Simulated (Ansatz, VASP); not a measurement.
# One calculation of K, two programs

```xyz
1
Lattice="4.3104 0.0000 0.0000 0.0000 4.3104 0.0000 0.0000 0.0000 4.7846" Properties=species:S:1:pos:R:3 pbc="T T T"
K     0.0000    0.0000    0.0000
```

Change from the starting cell: normal strain along x +0.0000, normal strain along z +0.1100.

Alike in both runs: task single point; functional r2SCAN; k mesh 10 × 10 × 10; occupations gaussian, width 0.15 eV; no spin polarisation.

|  | VASP | Ansatz |
| --- | --- | --- |
| version | VASP 6.6.1 | Ansatz 0.2.0 |
| potentials or method | VASP PAW PBE potentials, release 64 (K_sv), cutoff 520 eV | scalar-relativistic, plane waves, PAW |
| valence electrons in the cell | 9 | 9 |

|  | VASP | Ansatz | Ansatz less VASP |
| --- | --- | --- | --- |
| gap on the k mesh at the Fermi level (eV) | none | none | - |
| pressure (GPa) | -0.2 | -0.2 | 0.00 |
| traceless stress, the component that is largest in VASP (GPa) | -0.51 | -0.51 | -0.001 |

VASP's potentials were made for PBE, not for r2SCAN. A gap of «none» marks a metal or a gap that the smearing closes.
